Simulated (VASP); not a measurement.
Write the native input for VASP 6.6.1 that does the following.

```
Task                   : single point
Functional             : PBEsol
Potentials or basis    : VASP PAW PBE potentials, release 64 (Ru_pv)
Cutoff                 : 520 eV
k mesh                 : 11 × 11 × 6
Occupations            : fermi-dirac, width 0.05 eV
Spin                   : no spin polarisation
Dipole correction      : no
Further INCAR settings : ALGO = Normal; EDIFF = 1e-07; NBANDS = 21
```

The structure of Ru lies in POSCAR:

```
Ru
1.0
    2.6906119482      0.0000000000      0.0000000000
   -1.3453059741      2.3301382989      0.0000000000
    0.0000000000      0.0000000000      4.2578646479
Ru
2
Direct
    0.3333333333      0.6666666667      0.2500000000
    0.6666666667      0.3333333333      0.7500000000
```

These files were run (other wordings do the same):

INCAR

```
ALGO = Normal
EDIFF = 1E-7
ENCUT = 520
GGA = PS
ISIF = 2
ISMEAR = -1
LASPH = True
LCHARG = False
LREAL = False
LWAVE = False
NBANDS = 21
NELM = 60
PREC = Accurate
SIGMA = 0.05
```

KPOINTS

```
k-points
0
Gamma
  11 11 6
```

Potentials or basis: VASP PAW PBE potentials, release 64 (Ru_pv).

Run with:

```console
$ cat potpaw_PBE.64/Ru_pv/POTCAR > POTCAR
$ mpirun -np 1 vasp_std > vasp.out
```

Results of the run:

* Pressure: -0.7 GPa
* Band gap on the k mesh: zero (band 14 reaches 14.55 eV, above the bottom of band 15 at 11.40 eV)

Caveat: the PAW data sets were made with another functional, which shifts forces and pressure a little.

Wall time 14 s on 1 thread of Intel(R) Xeon(R) 6975P-C (Granite Rapids), on a shared host, peak memory 0.15 GiB.
